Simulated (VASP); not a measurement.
# K16Br17 (a cell with a defect) in VASP: single point with PBE

Aim: the single point of K16Br17 (a cell with a defect) with PBE.

Program: VASP 6.6.1. These are calculated values, not measurements. Logs are shortened: lines on timing, memory, paths and dates and some standing lists are left out, and cuts for length are marked.

### Step 1. The cell of the first run

The cell holds a defect, 33 atoms: a = 11.605 Å, b = 11.605 Å, c = 11.605 Å, α = 109.47°, β = 109.47°, γ = 109.47°.

### Step 2. Single point, PBE (with an interstitial atom, then relaxed in part)

File INCAR:

```
SYSTEM = K16Br17
ALGO = Normal
EDIFF = 1E-6
ENCUT = 520
GGA = PE
ISIF = 2
ISMEAR = 0
LASPH = .TRUE.
LCHARG = .TRUE.
LELF = .TRUE.
LREAL = Auto
LVHAR = .TRUE.
LWAVE = .FALSE.
NBANDS = 154
NELECT = 264.0
NELM = 60
PREC = Accurate
SIGMA = 0.01
```

File KPOINTS:

```
Automatic mesh
0
Gamma
  2 2 2
  0.5 0.5 0.5
```

File POSCAR:

```
K16Br17
1.0
   -6.6999344334     -6.6999344334      6.6999344334
    6.6999344334      6.6999344334      6.6999344334
   -6.6999344334      6.6999344334     -6.6999344334
K Br
16 17
Direct
    0.2586791478      0.5086791478      0.2586791478
    0.5102804071      0.5040697516      0.0000000000
    0.2540697516      0.7602804071      0.0000000000
    0.7459302484      0.5062106556      0.7459302484
    0.4897195929      0.7397195929      0.7437893444
    0.2562106556     -0.0040697516      0.7459302484
    0.0000000000      0.5040697516      0.5102804071
    0.7437893444      0.7397195929      0.4897195929
    0.4897195929     -0.0062106556      0.4897195929
    0.2540697516      0.2500000000      0.5102804071
    0.0000000000      0.7602804071      0.2540697516
    0.7459302484     -0.0040697516      0.2562106556
    0.5102804071      0.2500000000      0.2540697516
    0.0000000000     -0.0086791478      0.0000000000
    0.7413208522      0.2500000000      0.0000000000
    0.0000000000      0.2500000000      0.7413208522
    0.0000000000      0.5543416664      0.0000000000
    0.2547307319      0.5047307319      0.7590267853
    0.0000000000      0.7542960534      0.7452692681
    0.4957039466      0.4909732147      0.4957039466
    0.2409732147      0.7457039466      0.4957039466
    0.0000000000     -0.0047307319      0.5042960534
    0.7590267853      0.5047307319      0.2547307319
    0.4957039466      0.7457039466      0.2409732147
    0.2547307319      0.0090267853      0.2547307319
    0.0000000000      0.2500000000      0.3043416664
    0.7452692681      0.7542960534      0.0000000000
    0.5042960534     -0.0047307319      0.0000000000
    0.3043416664      0.2500000000      0.0000000000
    0.6956583336     -0.0543416664      0.6956583336
    0.5042960534      0.2500000000      0.7452692681
    0.7452692681      0.2500000000      0.5042960534
    0.0000000000      0.2500000000      0.0000000000
```

Potentials or basis: VASP PAW PBE potentials, release 64 (K_sv, Br).

The run is started by

```
$ cat potpaw_PBE.64/K_sv/POTCAR potpaw_PBE.64/Br/POTCAR > POTCAR
$ mpirun -np 1 vasp_std > vasp.out
```

OUTCAR:

```text
SYSTEM = K16Br17
   EDIFF = 1E-6
   ENCUT = 520
   GGA = PE
   ISIF = 2
   ISMEAR = 0
   LASPH = .TRUE.
   LREAL = Auto
   NELECT = 264.0
   NELM = 60
   PREC = Accurate

 ion  position               nearest neighbor table
   1  0.259  0.509  0.259-  33 3.00  21 3.30  20 3.30  24 3.30
   2  0.510  0.504  0.000-  29 3.12  27 3.25
   3  0.254  0.760  0.000-  17 3.12  28 3.25
   4  0.746  0.506  0.746-  17 3.12  20 3.25
   5  0.490  0.740  0.744-  30 3.12  18 3.25
   6  0.256  0.996  0.746-  29 3.12  21 3.25
   7  0.000  0.504  0.510-  26 3.12  19 3.25
   8  0.744  0.740  0.490-  30 3.12  23 3.25
   9  0.490  0.994  0.490-  30 3.12  25 3.25
  10  0.254  0.250  0.510-  26 3.12  31 3.25
  11  0.000  0.760  0.254-  17 3.12  22 3.25
  12  0.746  0.996  0.256-  26 3.12  24 3.25
  13  0.510  0.250  0.254-  29 3.12  32 3.25
  14  0.000  0.991  0.000-  33 3.00  25 3.30  27 3.30  19 3.30
  15  0.741  0.250  0.000-  33 3.00  23 3.30  31 3.30  28 3.30
  16  0.000  0.250  0.741-  33 3.00  18 3.30  32 3.30  22 3.30
  17  0.000  0.554  0.000-   3 3.12  11 3.12   4 3.12
  18  0.255  0.505  0.759-   5 3.25  16 3.30
  19  0.000  0.754  0.745-   7 3.25  14 3.30
  20  0.496  0.491  0.496-   4 3.25   1 3.30
  21  0.241  0.746  0.496-   6 3.25   1 3.30
  22  0.000  0.995  0.504-  11 3.25  16 3.30
  23  0.759  0.505  0.255-   8 3.25  15 3.30
  24  0.496  0.746  0.241-  12 3.25   1 3.30
  25  0.255  0.009  0.255-   9 3.25  14 3.30
  26  0.000  0.250  0.304-   7 3.12  10 3.12  12 3.12
  27  0.745  0.754  0.000-   2 3.25  14 3.30
  28  0.504  0.995  0.000-   3 3.25  15 3.30
  29  0.304  0.250  0.000-   2 3.12  13 3.12   6 3.12
  30  0.696  0.946  0.696-   5 3.12   8 3.12   9 3.12
  31  0.504  0.250  0.745-  10 3.25  15 3.30
  32  0.745  0.250  0.504-  13 3.25  16 3.30
  33  0.000  0.250  0.000-   1 3.00  14 3.00  15 3.00  16 3.00

  LATTYP: Found a body centered cubic cell.
 ALAT       =    13.3998688668

  Lattice vectors:

 A1 = (  -6.6999344334,  -6.6999344334,   6.6999344334)
 A2 = (   6.6999344334,   6.6999344334,   6.6999344334)
 A3 = (  -6.6999344334,   6.6999344334,  -6.6999344334)

Analysis of symmetry for initial positions (statically):
=====================================================================
 Subroutine PRICEL returns:
 Original cell was already a primitive cell.

 Routine SETGRP: Setting up the symmetry group for a
 body centered cubic supercell.

 Subroutine GETGRP returns: Found 24 space group operations
 (whereof  6 operations were pure point group operations)
 out of a pool of 48 trial point group operations.

The static configuration has the point symmetry C_3v.
 The point group associated with its full space group is T_d .

Analysis of symmetry for dynamics (positions and initial velocities):
=====================================================================
 Subroutine PRICEL returns:
 Original cell was already a primitive cell.

 Routine SETGRP: Setting up the symmetry group for a
 body centered cubic supercell.

 Subroutine GETGRP returns: Found 24 space group operations
 (whereof  6 operations were pure point group operations)
 out of a pool of 48 trial point group operations.

The dynamic configuration has the point symmetry C_3v.
 The point group associated with its full space group is T_d .

 Subroutine INISYM returns: Found 24 space group operations
 (whereof  6 operations are pure point group operations),
 and found     1 'primitive' translations

----------------------------------------------------------------------------------------

                                     Primitive cell

  volume of cell :    1203.0167

  direct lattice vectors                    reciprocal lattice vectors
    -6.699934433 -6.699934433  6.699934433    -0.074627596  0.000000000  0.074627596
     6.699934433  6.699934433  6.699934433     0.000000000  0.074627596  0.074627596
    -6.699934433  6.699934433 -6.699934433    -0.074627596  0.074627596  0.000000000

  length of vectors
    11.604626846 11.604626846 11.604626846     0.105539358  0.105539358  0.105539358

  position of ions in fractional coordinates (direct lattice)
     0.258679148  0.508679148  0.258679148
     0.510280407  0.504069752  0.000000000
     0.254069752  0.760280407  0.000000000
     0.745930248  0.506210656  0.745930248
     0.489719593  0.739719593  0.743789344
     0.256210656  0.995930248  0.745930248
[... 25 lines left out ...]
     0.745269268  0.250000000  0.504296053
     0.000000000  0.250000000  0.000000000

  ion indices of the primitive-cell ions
   primitive index   ion index
                 1           1
                 2           2
                 3           3
                 4           4
                 5           5
                 6           6
[... 25 lines left out ...]
                32          32
                33          33

----------------------------------------------------------------------------------------

 KPOINTS: Automatic mesh

Automatic generation of k-mesh.
 Grid dimensions read from file:
 generate k-points for:    2    2    2

 Generating k-lattice:

  Cartesian coordinates                     Fractional coordinates (reciprocal lattice)
    -0.037313798  0.000000000  0.037313798     0.500000000  0.000000000  0.000000000
     0.000000000  0.037313798  0.037313798     0.000000000  0.500000000  0.000000000
    -0.037313798  0.037313798  0.000000000     0.000000000  0.000000000  0.500000000

  Length of vectors
     0.052769679  0.052769679  0.052769679

  Shift w.r.t. Gamma in fractional coordinates (k-lattice)
     0.500000000  0.500000000  0.500000000

 Subroutine IBZKPT returns following result:
 ===========================================

 Found      2 irreducible k-points:

 Following reciprocal coordinates:
            Coordinates               Weight
  0.250000  0.250000  0.250000      2.000000
 -0.250000  0.250000  0.250000      6.000000
   k-points           NKPTS =      2   k-points in BZ     NKDIM =      2   number of bands    NBANDS=    154
   number of dos      NEDOS =    301   number of ions     NIONS =     33
   total plane-waves  NPLWV = 729000
   dimension x,y,z NGX =    90 NGY =   90 NGZ =   90
   dimension x,y,z NGXF=   180 NGYF=  180 NGZF=  180
   ions per type =              16  17
   NGX,Y,Z   is equivalent  to a cutoff of  12.89, 12.89, 12.89 a.u.
   NGXF,Y,Z  is equivalent  to a cutoff of  25.79, 25.79, 25.79 a.u.
 SYSTEM =  K16Br17
   PREC   = accura    normal or accurate (medium, high low for compatibility)
   ISTART =      0    job   : 0-new  1-cont  2-samecut
   ICHARG =      2    charge: 1-file 2-atom 10-const
   ISPIN  =      1    spin polarized calculation?
   LNONCOLLINEAR =      F non collinear calculations
   LSORBIT =      F    spin-orbit coupling
   LASPH  =      T    aspherical Exc in radial PAW
   ENCUT  =  520.0 eV  38.22 Ry    6.18 a.u.  21.58 21.58 21.58*2*pi/ulx,y,z
   NELM   =     60;   NELMIN=  2; NELMDL= -5     # of ELM steps
   EDIFF  = 0.1E-05   stopping-criterion for ELM
   LREAL  =      T    real-space projection
   EDIFFG = 0.1E-04   stopping-criterion for IOM
   NSW    =      0    number of steps for IOM
   IBRION =     -1    ionic relax: 0-MD 1-quasi-New 2-CG
   NFREE  =      0    steps in history (QN), initial steepest desc. (CG)
   ISIF   =      2    stress and relaxation
   ISYM   =      2    0-nonsym 1-usesym 2-fastsym
   POTIM  = 0.5000    time-step for ionic-motion
   TEBEG  =    0.0;   TEEND  =   0.0 temperature during run
   PSTRESS=    0.0 pullay stress
   NELECT =     264.0000    total number of electrons
   NUPDOWN=      -1.0000    fix difference up-down
   EMIN   =  10.00;   EMAX   =-10.00  energy-range for DOS
   EFERMI =   0.00;   METHOD = LEGACY
   ISMEAR =     0;   SIGMA  =   0.01  broadening in eV -4-tet -1-fermi 0-gaus
   EFERMI_NEDOS =   21; number of points for ismear=-14 and -15
   IALGO  =     38    algorithm
   IMIX   =      4    mixing-type and parameters
     AMIX     =   0.40;   BMIX     =  1.00
     AMIX_MAG =   1.60;   BMIX_MAG =  1.00
  volume/ion in A,a.u.               =      36.46       246.01
  Fermi-wavevector in a.u.,A,eV,Ry     =   0.987459  1.866026 13.266695  0.975075
  Thomas-Fermi vector in A             =   2.118914
   LORBIT       =      0    0 simple, 1 ext, 2 COOP (PROOUT), +10 PAW based schemes
   GGA     = PE    functional components
   LHFCALC =     F    Hartree Fock is set to
   AEXX    =    0.0000 exact exchange contribution
   IVDW    =     0    specifies the selected vdW correction
   LEPSILON=     F    determine dielectric tensor
   LRPA    =     F    only Hartree local field effects (RPA)
 non-spin polarized calculation
 Gauss-broadening in eV      SIGMA  =   0.01
  energy-cutoff  :      520.00
  volume of cell :     1203.02
 maximum number of plane-waves:     32516
 NGX is ok and might be reduce to    90
   NGX = 43   NGY = 43   NGZ = 43

 number of electron     263.9999984 magnetization

 Free energy of the ion-electron system (eV)
  ---------------------------------------------------
  ext. energy  EPLUGINS =         0.00000000
  ---------------------------------------------------
  free energy    TOTEN  =      -100.45929081 eV

  energy without entropy =     -100.45929081  energy(sigma->0) =     -100.45929081

 E-fermi :  -0.6463     XC(G=0):  -7.3364

 val. band max:       -0.7828732016   @ k =  -0.2500   0.2500   0.2500
 cond. band min:       3.0493064632   @ k =  -0.2500   0.2500   0.2500
 fundamental gap:      3.8321796648
 Fermi energy:        -0.6462771360

 k-point     1 :       0.2500    0.2500    0.2500
  band No.  band energies     occupation
      1     -29.6578      2.00000
      2     -29.6578      2.00000
      3     -29.6578      2.00000
      4     -29.6557      2.00000
      5     -29.6550      2.00000
      6     -29.6550      2.00000
[... 136 lines left out ...]
    143       4.8875      0.00000
    144       4.8875      0.00000

 k-point     2 :      -0.2500    0.2500    0.2500
  band No.  band energies     occupation
      1     -29.6588      2.00000
      2     -29.6569      2.00000
      3     -29.6564      2.00000
      4     -29.6564      2.00000
      5     -29.6558      2.00000
      6     -29.6553      2.00000
[... 136 lines left out ...]
    143       4.7413      0.00000
    144       4.8691      0.00000
 [bands above 144 left out]

------------------------ aborting loop because EDIFF is reached ----------------------------------------

  FORCE on cell =-STRESS in cart. coord.  units (eV):
  Direction    XX          YY          ZZ          XY          YZ          ZX
  --------------------------------------------------------------------------------------
  -------------------------------------------------------------------------------------
  Total       11.7216860     11.7216860     11.7216860      0.0000000      0.0000000     -0.0000000
  in kB       15.6109386     15.6109386     15.6109386      0.0000000      0.0000000     -0.0000000
  external PRESSURE =      15.6109386 kB  Pullay stress =       0.0000000 kB

 VOLUME and BASIS-vectors are now :
 -----------------------------------------------------------------------------
  energy-cutoff  :      520.00
  volume of cell :     1203.02
      direct lattice vectors                 reciprocal lattice vectors
    -6.699934433 -6.699934433  6.699934433    -0.074627596  0.000000000  0.074627596
     6.699934433  6.699934433  6.699934433     0.000000000  0.074627596  0.074627596
    -6.699934433  6.699934433 -6.699934433    -0.074627596  0.074627596  0.000000000

 POSITION                                       TOTAL-FORCE (eV/Angst)
 -----------------------------------------------------------------------------------
     -0.05815      3.40812      3.40812        -0.011111      0.011111      0.011111
     -0.04161     -0.04161      6.79608         0.002090      0.002090      0.005455
      3.39158      3.39158      6.79608        -0.002090     -0.002090      0.005455
     -6.60379      3.39158      3.39158         0.005455     -0.002090     -0.002090
     -3.30836      6.65832      3.25382        -0.002090      0.002090     -0.005455
     -0.04161      9.95376      3.39158         0.002090     -0.005455     -0.002090
[... 25 lines left out ...]
     -6.69702      0.06048      3.28949        -0.001187      0.002599     -0.002599
      1.67498      1.67498      1.67498        -0.000000     -0.000000     -0.000000
 -----------------------------------------------------------------------------------
    total drift:                               -0.000003      0.000003      0.000005

  FREE ENERGIE OF THE ION-ELECTRON SYSTEM (eV)
  ---------------------------------------------------
  free  energy   TOTEN  =      -100.4592908062 eV

  energy  without entropy=     -100.4592908062  energy(sigma->0) =     -100.45929081
```

Run time: 11 min. Hardware: 1 thread of Intel Xeon 6975P-C (Granite Rapids), shared host; peak memory 1.4 GiB.

Results:

* Free energy: -100.4593 eV
* Largest force: 0.019 eV/Å

Forces in eV/Å, atoms in the order of the input:
```
K   -0.011  0.011  0.011
K    0.002  0.002  0.005
K   -0.002 -0.002  0.005
K    0.005 -0.002 -0.002
K   -0.002  0.002 -0.005
K    0.002 -0.005 -0.002
K    0.002  0.005  0.002
K   -0.002 -0.005  0.002
K    0.005  0.002  0.002
K   -0.005 -0.002  0.002
K   -0.002  0.005 -0.002
K    0.002 -0.002 -0.005
K   -0.005  0.002 -0.002
K   -0.011 -0.011 -0.011
K    0.011  0.011 -0.011
K    0.011 -0.011  0.011
Br   0.005  0.005  0.005
Br  -0.003  0.003 -0.001
Br   0.003  0.001  0.003
Br   0.001 -0.003 -0.003
Br   0.003 -0.001 -0.003
Br  -0.003  0.001 -0.003
Br  -0.003 -0.001  0.003
Br   0.003 -0.003 -0.001
Br   0.001  0.003  0.003
Br  -0.005  0.005 -0.005
Br   0.003  0.003  0.001
Br  -0.003 -0.003  0.001
Br  -0.005 -0.005  0.005
Br   0.005 -0.005 -0.005
Br  -0.001 -0.003  0.003
Br  -0.001  0.003 -0.003
Br   0.000  0.000  0.000
```

Levels at points of the mesh, in eV from the Fermi level:
```csv
k point,band 130,band 131,band 132,band 133,band 134,band 135
"(0.25, 0.25, 0.25)",-0.14,-0.14,-0.14,4.38,4.38,4.38
```

Caveat: the cell carries a net charge on a neutralising background, which shifts energy and pressure; the cell differs from its parent crystal (with an interstitial atom, then relaxed in part); the cell is charged against a uniform background, so pressure and absolute levels hang on convention.
